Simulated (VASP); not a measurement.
# GaN (P6_3mc) in VASP: notebook

GaN is run at these levels: PBEsol; tasks: single point.

All numbers are computed with VASP 6.6.1; they aren't measurements. Logs are shortened: lines on timing, memory, paths and dates and some standing lists are left out, and cuts for length are marked.

## 1. The cell of the first run

It takes space group P6_3mc (No. 186, hexagonal). The conventional cell has a = 3.189 Å, b = 3.189 Å, c = 5.185 Å, α = 90.00°, β = 90.00°, γ = 120.00°. Ga (site symmetry 3m) has 4 N at 1.95 Å within 2.6 Å. Within 2.6 Å of N (site symmetry 3m) lie 4 Ga at 1.95 Å.

## 2. Single point, PBEsol

Input file INCAR:

```
SYSTEM = GaN
PREC = Accurate
ENCUT = 520
EDIFF = 1E-7
ISMEAR = 0
SIGMA = 0.1
LREAL = .False.
LASPH = .True.
NELM = 80
ALGO = Normal
ISIF = 2
LWAVE = .False.
LCHARG = .False.
GGA = PS
NBANDS = 26
```

Input file KPOINTS:

```
regular mesh
0
Gamma
  6 6 4
  0 0 0
```

Input file POSCAR:

```
GaN
1.0
    3.1890000000      0.0000000000      0.0000000000
   -1.5945000000      2.7617550127      0.0000000000
    0.0000000000      0.0000000000      5.1850000000
Ga N
2 2
Direct
    0.3333333333      0.6666666667      0.0000000000
    0.6666666667      0.3333333333      0.5000000000
    0.3333333333      0.6666666667      0.3770000000
    0.6666666667      0.3333333333      0.8770000000
```

Potentials or basis: VASP PAW PBE potentials, release 64 (Ga_d, N).

Run with:

```sh
$ cat potpaw_PBE.64/Ga_d/POTCAR potpaw_PBE.64/N/POTCAR > POTCAR
$ mpirun -np 1 vasp_std > vasp.out
```

OUTCAR:

```text
SYSTEM = GaN
   PREC = Accurate
   ENCUT = 520
   EDIFF = 1E-7
   ISMEAR = 0
   LREAL = .False.
   LASPH = .True.
   NELM = 80
   ISIF = 2
   GGA = PS

 ion  position               nearest neighbor table
   1  0.333  0.667  0.000-   4 1.95   4 1.95   4 1.95   3 1.95
   2  0.667  0.333  0.500-   3 1.95   3 1.95   3 1.95   4 1.95
   3  0.333  0.667  0.377-   2 1.95   2 1.95   2 1.95   1 1.95
   4  0.667  0.333  0.877-   1 1.95   1 1.95   1 1.95   2 1.95

  LATTYP: Found a hexagonal cell.
 ALAT       =     3.1890000000
 C/A-ratio  =     1.6259015365

  Lattice vectors:

 A1 = (   3.1890000000,   0.0000000000,   0.0000000000)
 A2 = (  -1.5945000000,   2.7617550127,   0.0000000000)
 A3 = (   0.0000000000,   0.0000000000,   5.1850000000)

Analysis of symmetry for initial positions (statically):
=====================================================================
 Subroutine PRICEL returns:
 Original cell was already a primitive cell.

 Routine SETGRP: Setting up the symmetry group for a
 hexagonal supercell.

 Subroutine GETGRP returns: Found 12 space group operations
 (whereof  6 operations were pure point group operations)
 out of a pool of 24 trial point group operations.

The static configuration has the point symmetry C_3v.
 The point group associated with its full space group is C_6v.

Analysis of symmetry for dynamics (positions and initial velocities):
=====================================================================
 Subroutine PRICEL returns:
 Original cell was already a primitive cell.

 Routine SETGRP: Setting up the symmetry group for a
 hexagonal supercell.

 Subroutine GETGRP returns: Found 12 space group operations
 (whereof  6 operations were pure point group operations)
 out of a pool of 24 trial point group operations.

The dynamic configuration has the point symmetry C_3v.
 The point group associated with its full space group is C_6v.

 Subroutine INISYM returns: Found 12 space group operations
 (whereof  6 operations are pure point group operations),
 and found     1 'primitive' translations

----------------------------------------------------------------------------------------

                                     Primitive cell

  volume of cell :      45.6655

  direct lattice vectors                    reciprocal lattice vectors
     3.189000000  0.000000000  0.000000000     0.313577924  0.181044299  0.000000000
    -1.594500000  2.761755013  0.000000000     0.000000000  0.362088598  0.000000000
     0.000000000  0.000000000  5.185000000     0.000000000  0.000000000  0.192864031

  length of vectors
     3.189000000  3.189000000  5.185000000     0.362088598  0.362088598  0.192864031

  position of ions in fractional coordinates (direct lattice)
     0.333333333  0.666666667  0.000000000
     0.666666667  0.333333333  0.500000000
     0.333333333  0.666666667  0.377000000
     0.666666667  0.333333333  0.877000000

  ion indices of the primitive-cell ions
   primitive index   ion index
                 1           1
                 2           2
                 3           3
                 4           4

----------------------------------------------------------------------------------------

 KPOINTS: regular mesh

Automatic generation of k-mesh.
 Grid dimensions read from file:
 generate k-points for:    6    6    4

 Generating k-lattice:

  Cartesian coordinates                     Fractional coordinates (reciprocal lattice)
     0.052262987  0.030174050  0.000000000     0.166666667  0.000000000  0.000000000
     0.000000000  0.060348100  0.000000000     0.000000000  0.166666667  0.000000000
     0.000000000  0.000000000  0.048216008     0.000000000  0.000000000  0.250000000

  Length of vectors
     0.060348100  0.060348100  0.048216008

  Shift w.r.t. Gamma in fractional coordinates (k-lattice)
     0.000000000  0.000000000  0.000000000

 Subroutine IBZKPT returns following result:
 ===========================================

 Found     21 irreducible k-points:

 Following reciprocal coordinates:
            Coordinates               Weight
  0.000000  0.000000  0.000000      1.000000
  0.166667 -0.000000  0.000000      6.000000
  0.333333  0.000000  0.000000      6.000000
  0.500000  0.000000  0.000000      3.000000
  0.166667  0.166667  0.000000      6.000000
  0.333333  0.166667  0.000000     12.000000
[... 13 lines left out ...]
  0.333333  0.166667  0.500000     12.000000
  0.333333  0.333333  0.500000      2.000000
   k-points           NKPTS =     21   k-points in BZ     NKDIM =     21   number of bands    NBANDS=     26
   number of dos      NEDOS =    301   number of ions     NIONS =      4
   total plane-waves  NPLWV =  23040
   dimension x,y,z NGX =    24 NGY =   24 NGZ =   40
   dimension x,y,z NGXF=    48 NGYF=   48 NGZF=   80
   ions per type =               2   2
   NGX,Y,Z   is equivalent  to a cutoff of  12.51, 12.51, 12.83 a.u.
   NGXF,Y,Z  is equivalent  to a cutoff of  25.02, 25.02, 25.65 a.u.
 SYSTEM =  GaN
   PREC   = accura    normal or accurate (medium, high low for compatibility)
   ISTART =      0    job   : 0-new  1-cont  2-samecut
   ICHARG =      2    charge: 1-file 2-atom 10-const
   ISPIN  =      1    spin polarized calculation?
   LNONCOLLINEAR =      F non collinear calculations
   LSORBIT =      F    spin-orbit coupling
   LASPH  =      T    aspherical Exc in radial PAW
   ENCUT  =  520.0 eV  38.22 Ry    6.18 a.u.   5.93  5.93  9.64*2*pi/ulx,y,z
   NELM   =     80;   NELMIN=  2; NELMDL= -5     # of ELM steps
   EDIFF  = 0.1E-06   stopping-criterion for ELM
   LREAL  =      F    real-space projection
   EDIFFG = 0.1E-05   stopping-criterion for IOM
   NSW    =      0    number of steps for IOM
   IBRION =     -1    ionic relax: 0-MD 1-quasi-New 2-CG
   NFREE  =      0    steps in history (QN), initial steepest desc. (CG)
   ISIF   =      2    stress and relaxation
   ISYM   =      2    0-nonsym 1-usesym 2-fastsym
   POTIM  = 0.5000    time-step for ionic-motion
   TEBEG  =    0.0;   TEEND  =   0.0 temperature during run
   PSTRESS=    0.0 pullay stress
   NELECT =      36.0000    total number of electrons
   NUPDOWN=      -1.0000    fix difference up-down
   EMIN   =  10.00;   EMAX   =-10.00  energy-range for DOS
   EFERMI =   0.00;   METHOD = LEGACY
   ISMEAR =     0;   SIGMA  =   0.10  broadening in eV -4-tet -1-fermi 0-gaus
   EFERMI_NEDOS =   21; number of points for ismear=-14 and -15
   IALGO  =     38    algorithm
   IMIX   =      4    mixing-type and parameters
     AMIX     =   0.40;   BMIX     =  1.00
     AMIX_MAG =   1.60;   BMIX_MAG =  1.00
  volume/ion in A,a.u.               =      11.42        77.04
  Fermi-wavevector in a.u.,A,eV,Ry     =   1.512329  2.857887 31.118402  2.287138
  Thomas-Fermi vector in A             =   2.622267
   LORBIT       =      0    0 simple, 1 ext, 2 COOP (PROOUT), +10 PAW based schemes
   GGA     = PS    functional components
   LHFCALC =     F    Hartree Fock is set to
   AEXX    =    0.0000 exact exchange contribution
   IVDW    =     0    specifies the selected vdW correction
   LEPSILON=     F    determine dielectric tensor
   LRPA    =     F    only Hartree local field effects (RPA)
 non-spin polarized calculation
 Gauss-broadening in eV      SIGMA  =   0.10
  energy-cutoff  :      520.00
  volume of cell :       45.67
 maximum number of plane-waves:      1260
 NGX is ok and might be reduce to    24
   NGX = 11   NGY = 11   NGZ = 19

 number of electron      35.9999985 magnetization

 Free energy of the ion-electron system (eV)
  ---------------------------------------------------
  ext. energy  EPLUGINS =         0.00000000
  ---------------------------------------------------
  free energy    TOTEN  =       -26.26319586 eV

  energy without entropy =      -26.26319586  energy(sigma->0) =      -26.26319586

 E-fermi :   5.6584     XC(G=0): -11.9064

 val. band max:        5.1914075365   @ k =   0.0000   0.0000   0.0000
 cond. band min:       7.0655798035   @ k =   0.0000   0.0000   0.0000
 fundamental gap:      1.8741722670
 Fermi energy:         5.6583901286

 k-point     1 :       0.0000    0.0000    0.0000
  band No.  band energies     occupation
      1     -10.7882      2.00000
      2      -9.8318      2.00000
      3      -8.2074      2.00000
      4      -8.1923      2.00000
      5      -8.1923      2.00000
      6      -8.1301      2.00000
[... 18 lines left out ...]
     25      16.8047      0.00000
     26      16.8047      0.00000

 k-point     2 :       0.1667   -0.0000    0.0000
  band No.  band energies     occupation
      1     -10.5263      2.00000
      2      -9.7681      2.00000
      3      -8.1772      2.00000
      4      -8.1572      2.00000
      5      -8.1142      2.00000
      6      -8.0837      2.00000
[... 18 lines left out ...]
     25      16.4776      0.00000
     26      17.3245      0.00000

 k-point     3 :       0.3333    0.0000    0.0000
  band No.  band energies     occupation
      1     -10.0382      2.00000
      2      -9.6816      2.00000
      3      -8.1395      2.00000
      4      -8.1201      2.00000
      5      -8.0382      2.00000
      6      -7.9765      2.00000
[... 18 lines left out ...]
     25      16.6485      0.00000
     26      18.2680      0.00000

 k-point     4 :       0.5000    0.0000    0.0000
  band No.  band energies     occupation
      1      -9.8441      2.00000
      2      -9.6586      2.00000
      3      -8.1434      2.00000
      4      -8.1178      2.00000
      5      -8.0203      2.00000
      6      -7.9776      2.00000
[... 18 lines left out ...]
     25      17.4810      0.00000
     26      18.4259      0.00000
[... 409 lines left out ...]
      1      -9.8371      2.00000
      2      -9.8371      2.00000
      3      -8.1064      2.00000
      4      -8.1064      2.00000
      5      -8.0807      2.00000
      6      -8.0807      2.00000
[... 18 lines left out ...]
     25      16.8457      0.00000
     26      16.8457      0.00000

 k-point    20 :       0.3333    0.1667    0.5000
  band No.  band energies     occupation
      1      -9.6931      2.00000
      2      -9.6931      2.00000
      3      -8.1099      2.00000
      4      -8.1099      2.00000
      5      -8.0389      2.00000
      6      -8.0389      2.00000
[... 18 lines left out ...]
     25      17.5108      0.00000
     26      17.5108      0.00000

 k-point    21 :       0.3333    0.3333    0.5000
  band No.  band energies     occupation
      1      -9.6539      2.00000
      2      -9.6539      2.00000
      3      -8.0726      2.00000
      4      -8.0726      2.00000
      5      -8.0550      2.00000
      6      -8.0550      2.00000
[... 18 lines left out ...]
     25      19.0345      0.00000
     26      19.0362      0.00000

------------------------ aborting loop because EDIFF is reached ----------------------------------------

  FORCE on cell =-STRESS in cart. coord.  units (eV):
  Direction    XX          YY          ZZ          XY          YZ          ZX
  --------------------------------------------------------------------------------------
  -------------------------------------------------------------------------------------
  Total       -0.3277479     -0.3277479     -0.1685571      0.0000000      0.0000000      0.0000000
  in kB      -11.4990542    -11.4990542     -5.9138339      0.0000000      0.0000000      0.0000000
  external PRESSURE =      -9.6373141 kB  Pullay stress =       0.0000000 kB

 VOLUME and BASIS-vectors are now :
 -----------------------------------------------------------------------------
  energy-cutoff  :      520.00
  volume of cell :       45.67
      direct lattice vectors                 reciprocal lattice vectors
     3.189000000  0.000000000  0.000000000     0.313577924  0.181044299  0.000000000
    -1.594500000  2.761755013  0.000000000     0.000000000  0.362088598  0.000000000
     0.000000000  0.000000000  5.185000000     0.000000000  0.000000000  0.192864031

 POSITION                                       TOTAL-FORCE (eV/Angst)
 -----------------------------------------------------------------------------------
     -0.00000      1.84117      0.00000        -0.000000      0.000000      0.001454
      1.59450      0.92059      2.59250         0.000000     -0.000000      0.001454
     -0.00000      1.84117      1.95475         0.000000     -0.000000     -0.001454
      1.59450      0.92059      4.54725        -0.000000      0.000000     -0.001454
 -----------------------------------------------------------------------------------
    total drift:                               -0.000001     -0.000001     -0.000125

  FREE ENERGIE OF THE ION-ELECTRON SYSTEM (eV)
  ---------------------------------------------------
  free  energy   TOTEN  =       -26.2631958592 eV

  energy  without entropy=      -26.2631958592  energy(sigma->0) =      -26.26319586
```

Wall time 44 s (1 thread of Intel Xeon 8259CL, shared host); peak memory 0.17 GiB.

What came out:

* Free energy: -26.2632 eV
* Pressure: -1.0 GPa
* Band gap on the k mesh: 1.87 eV

Caveat: the PAW data sets were made with another functional, which shifts forces and pressure a little.

[end of part 1 of 2]
